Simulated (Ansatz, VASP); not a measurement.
**One calculation of H2Os3, two programs**

File INCAR:

```
SYSTEM = H2Os3
ALGO = Normal ; EDIFF = 1E-6
ENCUT = 520 ; GGA = PE
ISIF = 2 ; ISMEAR = 0
LASPH = .TRUE. ; LCHARG = .FALSE.
LREAL = .FALSE. ; LWAVE = .FALSE.
NBANDS = 21 ; NELM = 80
PREC = Accurate ; SIGMA = 0.1
```

The input KPOINTS:

```
k-points
0
G
  6 6 6
  0 0 0
```

POSCAR

```
H2Os3
1.0
    1.4078192506      0.8128048233      6.9044279632
   -1.4078192506      0.8128048233      6.9044279632
    0.0000000000     -1.6256096466      6.9044279632
H Os
2 3
Direct
    0.6069500212      0.6069500212      0.6069500212
    0.7271613158      0.7271613158      0.7271613158
    0.8829915514      0.8829915514      0.8829915514
    0.1125776914      0.1125776914      0.1125776914
    0.3307768732      0.3307768732      0.3307768732
```

Input for Ansatz:

```yaml
crystal:
  lattice:
    - [1.4078192506, 0.8128048233, 6.9044279632]
    - [-1.4078192506, 0.8128048233, 6.9044279632]
    - [0.0, -1.6256096466, 6.9044279632]
  atoms:
    - { symbol: H, position: [0.6069500212, 0.6069500212, 0.6069500212] }
    - { symbol: H, position: [0.7271613158, 0.7271613158, 0.7271613158] }
    - { symbol: Os, position: [0.8829915514, 0.8829915514, 0.8829915514] }
    - { symbol: Os, position: [0.1125776914, 0.1125776914, 0.1125776914] }
    - { symbol: Os, position: [0.3307768732, 0.3307768732, 0.3307768732] }
basis:
  ecutwfc: 420
kpoints:
  mp_grid: { grid: [6, 6, 6] }
hamiltonian:
  xc: pbe
scf:
  occupations: { method: gaussian, width: 0.1 }
  lower_state_search: "off"
output:
  forces: true
  stress: true
  eigenvalues: true
```

Change from the starting cell: the structure that the rattled cell fell into.

Alike in both runs: task single point; functional PBE; k mesh 6 × 6 × 6; occupations gaussian, width 0.1 eV; no spin polarisation.

```csv
,VASP,Ansatz
version,VASP 6.6.1,Ansatz 0.2.0
potentials or method,"VASP PAW PBE potentials, release 64 (H, Os), cutoff 520 eV","scalar-relativistic, plane waves, PAW"
valence electrons in the cell,26,50
```

```tsv
	VASP	Ansatz	Ansatz less VASP
gap on the k mesh at the Fermi level (eV)	none	none	-
pressure (GPa)	1.1	0.5	-0.59
traceless stress, the component that is largest in VASP (GPa)	-2.01	-1.97	+0.033
rms of the force components (eV/Å)	0.121	0.106	-0.0155
```

Atom by atom the forces differ by 0.022 eV/Å (rms over components). A gap of «none» marks a metal or a gap that the smearing closes. With one functional, cell and mesh, what is left measures potentials, basis and numerics. VASP's potentials hold 26 valence electrons a cell and Ansatz's 50, so a difference there can come from the potentials and not from the codes.

The k mesh is coarse, so the values compare programs but aren't converged. Spin-orbit coupling is off throughout.
